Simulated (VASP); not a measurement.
Crystal: TiO2.

```
CELL_PARAMETERS angstrom
4.51500 0.00000 0.00000
0.00000 5.49700 0.00000
0.00000 0.00000 4.93900
ATOMIC_POSITIONS crystal
Ti 0.00000 0.17100 0.25000
Ti 0.50000 0.32900 0.75000
Ti 0.00000 0.82900 0.75000
Ti 0.50000 0.67100 0.25000
O 0.28600 0.37600 0.41200
O 0.21400 0.12400 0.91200
O 0.78600 0.12400 0.58800
O 0.71400 0.37600 0.08800
O 0.71400 0.62400 0.58800
O 0.78600 0.87600 0.08800
O 0.21400 0.87600 0.41200
O 0.28600 0.62400 0.91200
```

| Item | Value |
| --- | --- |
| Program | VASP 6.6.1 |
| Task | relaxation of the atoms |
| Functional | PBE |
| Potentials or basis | VASP PAW PBE potentials, release 64 (Ti_sv, O) |
| Cutoff | 520 eV |
| k mesh | 4 × 4 × 4 |
| Occupations | fermi-dirac, width 0.02 eV |
| Spin | no spin polarisation |

At the start: pressure 7.5 GPa; volume 10.22 Å³/atom.

Task: Where does the relaxation end?

Result: Over 10 steps the energy falls by 16.7 meV/atom at a fixed cell; space group Pbcn (No. 60, to 0.1 Å) before and after.

The path:
| step | energy change (eV) | largest force (eV/Å) | pressure (GPa) |
| --- | --- | --- | --- |
| 1 | 0.0000 | 0.6949 | 7.50 |
| 2 | -0.1258 | 0.3168 | 7.26 |
| 3 | -0.1436 | 0.3123 | 7.33 |
| 4 | -0.1790 | 0.1764 | 6.66 |
| 5 | -0.1932 | 0.1092 | 5.98 |
| 6 | -0.1933 | 0.1157 | 5.94 |
| 7 | -0.1968 | 0.0860 | 5.87 |
| 8 | -0.2005 | 0.0289 | 5.70 |
| 9 | -0.2005 | 0.0276 | 5.70 |
| 10 | -0.2007 | 0.0108 | 5.74 |

Final structure:
```xyz
12
Lattice="4.5150 0.0000 0.0000 0.0000 5.4970 0.0000 0.0000 0.0000 4.9390" Properties=species:S:1:pos:R:3 pbc="T T T"
Ti    4.5150    0.9558    1.2348
Ti    2.2575    1.7927    3.7043
Ti    4.5150    4.5412    3.7043
Ti    2.2575    3.7043    1.2348
O     1.2209    2.1020    2.0731
O     1.0366    0.6465    4.5426
O     3.4784    0.6465    2.8659
O     3.2941    2.1020    0.3964
O     3.2941    3.3950    2.8659
O     3.4784    4.8505    0.3964
O     1.0366    4.8505    2.0731
O     1.2209    3.3950    4.5426
```
